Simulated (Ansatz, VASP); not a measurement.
## Cd2HgS3 in VASP and in Ansatz

INCAR

```
PREC = Accurate
ENCUT = 520
EDIFF = 1E-6
ISMEAR = 0
SIGMA = 0.1
LREAL = F
LASPH = T
NELM = 100
ALGO = Normal
ISIF = 2
LWAVE = F
LCHARG = T
GGA = PE
LELF = T
LVHAR = T
NBANDS = 66
```

Contents of KPOINTS:

```
Automatic mesh
0
Gamma
  4 2 2
```

File POSCAR:

```
Cd2HgS3
1.0
    4.2083124819      0.0000000000      0.0000000000
    0.0000000000      7.2890110328      0.0000000000
    0.0000000000      0.0000000000     10.2898583267
Cd Hg S
4 2 6
Direct
    0.5000000000      0.5000000000      0.0016241086
    0.0000000000      0.0000000000      0.0016241086
    0.5000000000      0.1666666667      0.3330594962
    1.0000000000      0.6666666667      0.3330594962
    1.0000000000      0.3333333333      0.6658967157
    0.5000000000      0.8333333333      0.6658967157
    1.0000000000      0.0000000000      0.7520355733
    0.5000000000      0.5000000000      0.7520355733
    1.0000000000      0.3333333333      0.4141796963
    0.5000000000      0.8333333333      0.4141796963
    0.5000000000      0.1666666667      0.0832044100
    1.0000000000      0.6666666667      0.0832044100
```

Input for Ansatz:

```yaml
crystal:
  lattice:
    - [4.2083124797, 0.0, 0.0]
    - [0.0, 7.2890110289, 0.0]
    - [0.0, 0.0, 10.2898583358]
  atoms:
    - { symbol: Cd, position: [0.5, 0.5, 0.0016241073] }
    - { symbol: Cd, position: [1.0, 1.0, 0.0016241073] }
    - { symbol: Cd, position: [0.5, 0.1666666667, 0.3330594969] }
    - { symbol: Cd, position: [1.0, 0.6666666667, 0.3330594969] }
    - { symbol: Hg, position: [0.0, 0.3333333333, 0.6658967157] }
    - { symbol: Hg, position: [0.5, 0.8333333333, 0.6658967157] }
    - { symbol: S, position: [1.0, 0.0, 0.752035573] }
    - { symbol: S, position: [0.5, 0.5, 0.752035573] }
    - { symbol: S, position: [0.0, 0.3333333333, 0.4141796971] }
    - { symbol: S, position: [0.5, 0.8333333333, 0.4141796971] }
    - { symbol: S, position: [0.5, 0.1666666667, 0.0832044101] }
    - { symbol: S, position: [1.0, 0.6666666667, 0.0832044101] }
basis:
  ecutwfc: 420
kpoints:
  mp_grid: { grid: [4, 2, 2] }
hamiltonian:
  xc: pbe
scf:
  occupations: { method: gaussian, width: 0.1 }
  lower_state_search: "off"
output:
  forces: true
  stress: true
  eigenvalues: true
```

Alike in both runs: task single point; functional PBE; k mesh 4 × 2 × 2; occupations gaussian, width 0.1 eV; no spin polarisation.

|  | VASP | Ansatz |
| --- | --- | --- |
| version | VASP 6.6.1 | Ansatz 0.2.0 |
| potentials or method | VASP PAW PBE potentials, release 64 (Cd, Hg, S), cutoff 520 eV | scalar-relativistic, plane waves, PAW |
| valence electrons in the cell | 108 | 156 |

```csv
,VASP,Ansatz,Ansatz less VASP
gap on the k mesh at the Fermi level (eV),0.35,0.35,0.000
least direct gap on the mesh (eV),0.35,0.35,0.000
pressure (GPa),0.3,0.0,-0.27
"traceless stress, the component that is largest in VASP (GPa)",0.10,0.10,-0.001
rms of the force components (eV/Å),0.009,0.009,0.0000
```

Atom by atom the forces differ by 0.000 eV/Å (rms over components). VASP's potentials hold 108 valence electrons a cell and Ansatz's 156, so a difference there can come from the potentials and not from the codes.

The k mesh is coarse, so the values compare programs but aren't converged. Neither program's run includes spin-orbit coupling.
